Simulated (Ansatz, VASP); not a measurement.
Si in VASP and in Ansatz

Contents of INCAR:

```
SYSTEM = Si
ALGO = Normal ; EDIFF = 1E-7
ENCUT = 520 ; GGA = RP
ISIF = 2 ; ISMEAR = -1
LASPH = .True. ; LCHARG = .False.
LREAL = .False. ; LWAVE = .False.
NBANDS = 11 ; NELM = 100
PREC = Accurate ; SIGMA = 0.1
```

KPOINTS

```
k-points
0
Gamma
  15 15 8
  0 0 0
```

File POSCAR:

```
Si
1.0
    2.5992757670      0.0000000000      0.0000000000
   -1.2996378835      2.2510388457      0.0000000000
    0.0000000000      0.0000000000      4.3820064128
Si
2
Direct
    0.3333333333      0.6666666667      0.2500000000
    0.6666666667      0.3333333333      0.7500000000
```

Input for Ansatz:

```yaml
crystal:
  lattice:
    - [2.599275767, 0.0, 0.0]
    - [-1.2996378835, 2.2510388457, 0.0]
    - [0.0, 0.0, 4.3820064128]
  atoms:
    - { symbol: Si, position: [0.3333333333, 0.6666666667, 0.25] }
    - { symbol: Si, position: [0.6666666667, 0.3333333333, 0.75] }
hamiltonian:
  xc: rpbe
  pseudopotentials:
    kind: paw
    azcp:
      Si: "pseudopotentials/Si.paw.azcp"
basis:
  ecutwfc: 420
  fft_grid_basis: typed
kpoints:
  mp_grid: { grid: [15, 15, 8], shift: [0, 0, 0] }
magnetization:
  spin_polarized: false
scf:
  occupations: { method: fermi_dirac, width: 0.1 }
  lower_state_search: "off"
output:
  stress: true
```

Alike in both runs: task single point; functional RPBE; k mesh 15 × 15 × 8; occupations fermi-dirac, width 0.1 eV; no spin polarisation.

|  | VASP | Ansatz |
| --- | --- | --- |
| version | VASP 6.6.1 | Ansatz 0.2.0 |
| potentials or method | VASP PAW PBE potentials, release 64 (Si), cutoff 520 eV | plane waves (420 eV) with PAW, scalar-relativistic |
| valence electrons in the cell | 8 | 8 |

VASP gave:

| Quantity | Value |
| --- | --- |
| pressure (GPa) | 13.4 |
| traceless stress, the component that is largest in VASP (GPa) | 0.69 |

Task: Estimate Ansatz's values.

Result: Pressure (GPa): 14.1; traceless stress, the component that is largest in VASP (GPa): 0.63.

VASP's potentials were made for PBE, not for RPBE. The functional is the same, so the differences come from potentials, cutoffs and numerics.
